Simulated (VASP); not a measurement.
# SnSe (Fmmm) in VASP: notebook

The runs below take SnSe through single point, with LDA.

Program: VASP 6.6.1. These are calculated values, not measurements. Logs are shortened: lines on timing, memory, paths and dates and some standing lists are left out, and cuts for length are marked.

## (1) The cell of the first run

The structure is orthorhombic, space group Fmmm (No. 69). Conventional cell: a = 5.775 Å, b = 5.893 Å, c = 6.011 Å, α = 90.00°, β = 90.00°, γ = 90.00°. Within 3.8 Å of Sn (site symmetry mmm) lie 6 Se at 2.89 to 3.01 Å. Within 3.8 Å of Se (site symmetry mmm) lie 6 Sn at 2.89 to 3.01 Å.

## (2) Single point, LDA (strain -0.0200 x Voigt [1, -1, 0, 0, 0, 0])

Input file INCAR:

```
SYSTEM = SnSe
PREC     = Accurate       ! precision mode
ENCUT    = 520            ! plane-wave cutoff, eV
EDIFF    = 1E-7           ! SCF threshold, eV
ISMEAR   = 0              ! smearing method
SIGMA    = 0.05           ! smearing width, eV
LREAL    = .False.        ! projectors in reciprocal space
LASPH    = .True.         ! aspherical terms in the spheres
NELM     = 80             ! most SCF steps
ALGO     = Normal         ! electronic algorithm
ISIF     = 2              ! what is computed and relaxed
LWAVE    = .False.        ! write WAVECAR
LCHARG   = .False.        ! write CHGCAR
NBANDS   = 17             ! bands
```

Input file KPOINTS:

```
regular mesh
0
Gamma
  8 8 8
  0 0 0
```

Input file POSCAR:

```
SnSe
1.0
    0.0000000000      3.0055807255      2.9466477701
    2.8877148147      0.0000000000      2.9466477701
    2.8877148147      3.0055807255      0.0000000000
Sn Se
1 1
Direct
    0.0000000000      0.0000000000      0.0000000000
    0.5000000000      0.5000000000      0.5000000000
```

Potentials or basis: VASP PAW LDA potentials, release 64 (Sn_d, Se).

Run with:

```sh
$ cat potpaw_LDA.64/Sn_d/POTCAR potpaw_LDA.64/Se/POTCAR > POTCAR
$ mpirun -np 1 vasp_std > vasp.out
```

OUTCAR:

```text
SYSTEM = SnSe
   PREC = Accurate
   ENCUT = 520
   EDIFF = 1E-7
   ISMEAR = 0
   LREAL = .False.
   LASPH = .True.
   NELM = 80
   ISIF = 2

 ion  position               nearest neighbor table
   1  0.000  0.000  0.000-   2 2.89   2 2.89   2 2.95   2 2.95   2 3.01   2 3.01
   2  0.500  0.500  0.500-   1 2.89   1 2.89   1 2.95   1 2.95   1 3.01   1 3.01

  LATTYP: Found a face centered orthorhombic cell.
 ALAT       =     5.7754296294
 B/A-ratio  =     1.0204081633
 C/A-ratio  =     1.0408163265

  Lattice vectors:

 A1 = (   0.0000000000,   3.0055807255,  -2.9466477701)
 A2 = (   2.8877148147,   3.0055807255,   0.0000000000)
 A3 = (   2.8877148147,   0.0000000000,  -2.9466477701)

Analysis of symmetry for initial positions (statically):
=====================================================================
 Subroutine PRICEL returns:
 Original cell was already a primitive cell.

 Routine SETGRP: Setting up the symmetry group for a
 face centered orthorhombic supercell.

 Subroutine GETGRP returns: Found  8 space group operations
 (whereof  8 operations were pure point group operations)
 out of a pool of  8 trial point group operations.

The static configuration has the point symmetry D_2h.

Analysis of symmetry for dynamics (positions and initial velocities):
=====================================================================
 Subroutine PRICEL returns:
 Original cell was already a primitive cell.

 Routine SETGRP: Setting up the symmetry group for a
 face centered orthorhombic supercell.

 Subroutine GETGRP returns: Found  8 space group operations
 (whereof  8 operations were pure point group operations)
 out of a pool of  8 trial point group operations.

The dynamic configuration has the point symmetry D_2h.

 Subroutine INISYM returns: Found  8 space group operations
 (whereof  8 operations are pure point group operations),
 and found     1 'primitive' translations

----------------------------------------------------------------------------------------

                                     Primitive cell

  volume of cell :      51.1494

  direct lattice vectors                    reciprocal lattice vectors
     0.000000000  3.005580726  2.946647770    -0.173147292  0.166357202  0.169684346
     2.887714815  0.000000000  2.946647770     0.173147292 -0.166357202  0.169684346
     2.887714815  3.005580726  0.000000000     0.173147292  0.166357202 -0.169684346

  length of vectors
     4.209067424  4.125727806  4.168022595     0.294019524  0.294019524  0.294019524

  position of ions in fractional coordinates (direct lattice)
[... 79 lines left out ...]
   EDIFF  = 0.1E-06   stopping-criterion for ELM
   LREAL  =      F    real-space projection
   EDIFFG = 0.1E-05   stopping-criterion for IOM
   NSW    =      0    number of steps for IOM
   IBRION =     -1    ionic relax: 0-MD 1-quasi-New 2-CG
   NFREE  =      0    steps in history (QN), initial steepest desc. (CG)
   ISIF   =      2    stress and relaxation
   ISYM   =      2    0-nonsym 1-usesym 2-fastsym
   POTIM  = 0.5000    time-step for ionic-motion
   TEBEG  =    0.0;   TEEND  =   0.0 temperature during run
   PSTRESS=    0.0 pullay stress
   NELECT =      20.0000    total number of electrons
   NUPDOWN=      -1.0000    fix difference up-down
   EMIN   =  10.00;   EMAX   =-10.00  energy-range for DOS
   EFERMI =   0.00;   METHOD = LEGACY
   ISMEAR =     0;   SIGMA  =   0.05  broadening in eV -4-tet -1-fermi 0-gaus
   EFERMI_NEDOS =   21; number of points for ismear=-14 and -15
   IALGO  =     38    algorithm
   IMIX   =      4    mixing-type and parameters
     AMIX     =   0.40;   BMIX     =  1.00
     AMIX_MAG =   1.60;   BMIX_MAG =  1.00
  volume/ion in A,a.u.               =      25.57       172.59
  Fermi-wavevector in a.u.,A,eV,Ry     =   1.197120  2.262230 19.498474  1.433097
  Thomas-Fermi vector in A             =   2.333043
   LORBIT       =      0    0 simple, 1 ext, 2 COOP (PROOUT), +10 PAW based schemes
   GGA     = CA    functional components
   LHFCALC =     F    Hartree Fock is set to
   AEXX    =    0.0000 exact exchange contribution
   IVDW    =     0    specifies the selected vdW correction
   LEPSILON=     F    determine dielectric tensor
   LRPA    =     F    only Hartree local field effects (RPA)
 non-spin polarized calculation
 Gauss-broadening in eV      SIGMA  =   0.05
  energy-cutoff  :      520.00
  volume of cell :       51.15
 maximum number of plane-waves:      1394
   NGX = 15   NGY = 15   NGZ = 15

 number of electron      20.0000000 magnetization

 Free energy of the ion-electron system (eV)
  ---------------------------------------------------
  ext. energy  EPLUGINS =         0.00000000
  ---------------------------------------------------
  free energy    TOTEN  =        -9.49101553 eV

  energy without entropy =       -9.49101553  energy(sigma->0) =       -9.49101553

 E-fermi :   6.3712     XC(G=0): -10.1679

 val. band max:        6.0893846521   @ k =  -0.2500   0.0000   0.1250
 cond. band min:       6.7868617688   @ k =  -0.3750   0.1250  -0.0000
 fundamental gap:      0.6974771167
 Fermi energy:         6.3711807740

 k-point     1 :       0.0000    0.0000    0.0000
  band No.  band energies     occupation
      1     -15.3339      2.00000
      2     -15.3262      2.00000
      3     -15.3223      2.00000
      4     -15.3220      2.00000
      5     -15.3181      2.00000
      6      -8.1596      2.00000
[... 457 lines left out ...]
      4     -15.3118      2.00000
      5     -15.3082      2.00000
      6      -7.3509      2.00000
[... 9 lines left out ...]
     16      15.4360      0.00000
     17      17.8258      0.00000

 [... further k-points ...]

------------------------ aborting loop because EDIFF is reached ----------------------------------------

  FORCE on cell =-STRESS in cart. coord.  units (eV):
  Direction    XX          YY          ZZ          XY          YZ          ZX
  --------------------------------------------------------------------------------------
  -------------------------------------------------------------------------------------
  Total        1.0646583     -0.8058887      0.0280482      0.0000000      0.0000000      0.0000000
  in kB       33.3487771    -25.2432193      0.8785681      0.0000000      0.0000000      0.0000000
  external PRESSURE =       2.9947086 kB  Pullay stress =       0.0000000 kB

 VOLUME and BASIS-vectors are now :
 -----------------------------------------------------------------------------
  energy-cutoff  :      520.00
  volume of cell :       51.15
      direct lattice vectors                 reciprocal lattice vectors
     0.000000000  3.005580726  2.946647770    -0.173147292  0.166357202  0.169684346
     2.887714815  0.000000000  2.946647770     0.173147292 -0.166357202  0.169684346
     2.887714815  3.005580726  0.000000000     0.173147292  0.166357202 -0.169684346

 POSITION                                       TOTAL-FORCE (eV/Angst)
 -----------------------------------------------------------------------------------
      0.00000      0.00000      0.00000         0.000000      0.000000     -0.000000
      2.88771      3.00558      2.94665        -0.000000     -0.000000      0.000000
 -----------------------------------------------------------------------------------
    total drift:                                0.000000     -0.000000     -0.000000

  FREE ENERGIE OF THE ION-ELECTRON SYSTEM (eV)
  ---------------------------------------------------
  free  energy   TOTEN  =        -9.4910155285 eV

  energy  without entropy=       -9.4910155285  energy(sigma->0) =       -9.49101553
```

stdout:

```text
POSCAR found type information on POSCAR SnSe
 POSCAR found :  2 types and       2 ions
 scaLAPACK will be used
 LDA part: xc-table for (Slater(with rela. corr.)+CA(PZ))
 , standard interpolation
 POSCAR, INCAR and KPOINTS ok, starting setup
 FFT: planning ... GRIDC
 FFT: planning ... GRID_SOFT
 FFT: planning ... GRID
 WAVECAR not read
 entering main loop
```

It took 92 s on 1 thread of Intel Xeon 8259CL, shared host; peak memory 0.21 GiB.

Results:

```yaml
Free_energy: -9.4910 eV
Pressure: 0.3 GPa
Band_gap_on_the_k_mesh: 0.70 eV (least direct gap 0.78 eV)
```

Caveat: the cell differs from its parent crystal (strain -0.0200 x Voigt [1, -1, 0, 0, 0, 0]); spin-orbit coupling is left out, which moves the levels of the heavy elements. A k mesh can miss the band edges.

## (3) Single point, LDA (strain +0.0100 x Voigt [1, -1, 0, 0, 0, 0])

Input file INCAR:

```
ALGO = Normal
EDIFF = 1E-7
ENCUT = 520
ISIF = 2
ISMEAR = 0
LASPH = True
LCHARG = True
LELF = True
LREAL = False
LVHAR = True
LWAVE = False
NBANDS = 17
NELM = 60
PREC = Accurate
SIGMA = 0.05
```

Input file KPOINTS:

```
k-points
0
Gamma
  8 8 8
```

Input file POSCAR:

```
SnSe
1.0
    0.0000000000      2.9171812924      2.9466477701
    2.9761142478      0.0000000000      2.9466477701
    2.9761142478      2.9171812924      0.0000000000
Sn Se
1 1
Direct
    0.0000000000      0.0000000000      0.0000000000
    0.5000000000      0.5000000000      0.5000000000
```

Potentials or basis: VASP PAW LDA potentials, release 64 (Sn_d, Se).

Run with:

```sh
$ cat potpaw_LDA.64/Sn_d/POTCAR potpaw_LDA.64/Se/POTCAR > POTCAR
$ mpirun -np 1 vasp_std > vasp.out
```

Run time: 96 s. Hardware: 1 thread of Intel Xeon 8259CL, shared host; peak memory 0.21 GiB.

Results (log left out):

```
Free energy            : -9.5051 eV
Pressure               : 0.1 GPa
Band gap on the k mesh : 0.74 eV (least direct gap 0.86 eV)
```

Stress tensor (GPa, compression positive):
```
-1.30  0.00  0.00
 0.00  1.62  0.00
 0.00  0.00  0.09
```

Levels at points of the mesh, in eV from the valence-band top:
| k point | band 6 | band 7 | band 8 | band 9 | band 10 | band 11 | band 12 | band 13 | band 14 | band 15 |
| --- | --- | --- | --- | --- | --- | --- | --- | --- | --- | --- |
| (0.00, 0.00, 0.00) | -14.22 | -4.86 | -2.35 | -2.25 | -2.15 | 4.32 | 4.56 | 4.82 | 5.82 | 5.90 |
| (0.50, 0.00, 0.00) | -13.13 | -8.34 | -2.00 | -1.96 | -0.04 | 0.88 | 1.20 | 1.30 | 8.44 | 10.32 |
| (0.50, 0.50, 0.00) | -12.79 | -6.02 | -5.83 | -3.95 | -3.71 | 2.88 | 5.46 | 5.98 | 6.40 | 10.78 |
| (0.50, 0.00, 0.50) | -12.75 | -6.07 | -5.85 | -3.92 | -3.80 | 2.84 | 5.54 | 5.80 | 6.53 | 10.81 |
| (0.00, 0.50, 0.50) | -12.84 | -5.97 | -5.80 | -3.87 | -3.75 | 2.91 | 5.64 | 5.91 | 6.26 | 10.82 |

Caveat: the cell differs from its parent crystal (strain +0.0100 x Voigt [1, -1, 0, 0, 0, 0]); spin-orbit coupling is left out, which moves the levels of the heavy elements.
